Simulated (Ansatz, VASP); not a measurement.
One calculation of Cs, two programs

INCAR

```
SYSTEM = Cs
ALGO = Normal
EDIFF = 1E-7
ENCUT = 520
GGA = PS
ISIF = 2
ISMEAR = 0
LASPH = .TRUE.
LCHARG = .FALSE.
LREAL = .FALSE.
LWAVE = .FALSE.
NBANDS = 10
NELM = 60
PREC = Accurate
SIGMA = 0.15
```

KPOINTS

```
k-points
0
G
  12 12 12
  0 0 0
```

File POSCAR:

```
Cs
1.0
    0.0000000000      3.9483357400      3.9483357400
    3.9483357400      0.0000000000      3.9483357400
    3.9483357400      3.9483357400      0.0000000000
Cs
1
Direct
    0.0000000000      0.0000000000      0.0000000000
```

Input for Ansatz:

```yaml
crystal:
  lattice:
    - [0.0, 3.94833574, 3.94833574]
    - [3.94833574, 0.0, 3.94833574]
    - [3.94833574, 3.94833574, 0.0]
  atoms:
    - { symbol: Cs, position: [0.0, 0.0, 0.0] }
basis:
  ecutwfc: 420
kpoints:
  mp_grid: { grid: [12, 12, 12] }
hamiltonian:
  xc: pbesol
scf:
  occupations: { method: gaussian, width: 0.15 }
output:
  forces: true
  stress: true
  eigenvalues: true
```

Alike in both runs: task single point; functional PBEsol; k mesh 12 × 12 × 12; occupations gaussian, width 0.15 eV; no spin polarisation.

|  | VASP | Ansatz |
| --- | --- | --- |
| version | VASP 6.6.1 | Ansatz 0.2.0 |
| potentials or method | VASP PAW PBE potentials, release 64 (Cs_sv), cutoff 520 eV | scalar-relativistic, plane waves, PAW |
| valence electrons in the cell | 9 | 9 |

|  | VASP | Ansatz | Ansatz less VASP |
| --- | --- | --- | --- |
| gap on the k mesh at the Fermi level (eV) | none | none | - |
| pressure (GPa) | -0.2 | -0.2 | +0.01 |

VASP's potentials were made for PBE, not for PBEsol. A gap of «none» marks a metal or a gap that the smearing closes.

Spin-orbit coupling is off throughout.
